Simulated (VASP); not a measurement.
Input of a VASP 6.6.1 run:

Contents of INCAR:

```
  PREC = Accurate
  ENCUT = 520
  EDIFF = 1E-8
  ISMEAR = -1
  SIGMA = 0.08
  LREAL = False
  LASPH = True
  NELM = 80
  ALGO = Normal
  ISIF = 2
  LWAVE = False
  LCHARG = False
  GGA = CA
  LEFG = True
  NBANDS = 24
```

File KPOINTS:

```
Automatic mesh
0
Gamma
  8 8 9
```

Contents of POSCAR:

```
LaHg2
1.0
    4.9247221298      0.0000000000      0.0000000000
   -2.4623610649      4.2649344710      0.0000000000
    0.0000000000      0.0000000000      3.6155697337
La Hg
1 2
Direct
    0.0000000000      0.0000000000      0.0000000000
    0.3333333333      0.6666666667      0.5000000000
    0.6666666667      0.3333333333      0.5000000000
```

Potentials or basis: VASP PAW LDA potentials, release 64 (La, Hg).

Run with:

```console
$ cat potpaw_LDA.64/La/POTCAR potpaw_LDA.64/Hg/POTCAR > POTCAR
$ mpirun -np 1 vasp_std > vasp.out
```

Q: What does it give for the pressure?

A: -1.2 GPa.

Q: Estimate the band gap on the k mesh.

A: Zero (an odd number of electrons rules out a gap without spin polarisation).

Electric field gradients, principal values (V/Å²):
| atom | least | middle | greatest (by size) |
| --- | --- | --- | --- |
| 1 La | -40.995 | -40.996 | 81.990 |
| 2 Hg | -162.002 | -162.003 | 324.005 |
| 3 Hg | -162.002 | -162.003 | 324.005 |

Caveat: without QUAD_EFG the Cq values of the log hold for a quadrupole moment of 1 mb, not for the nuclei; spin-orbit coupling is left out, which moves the levels of the heavy elements.
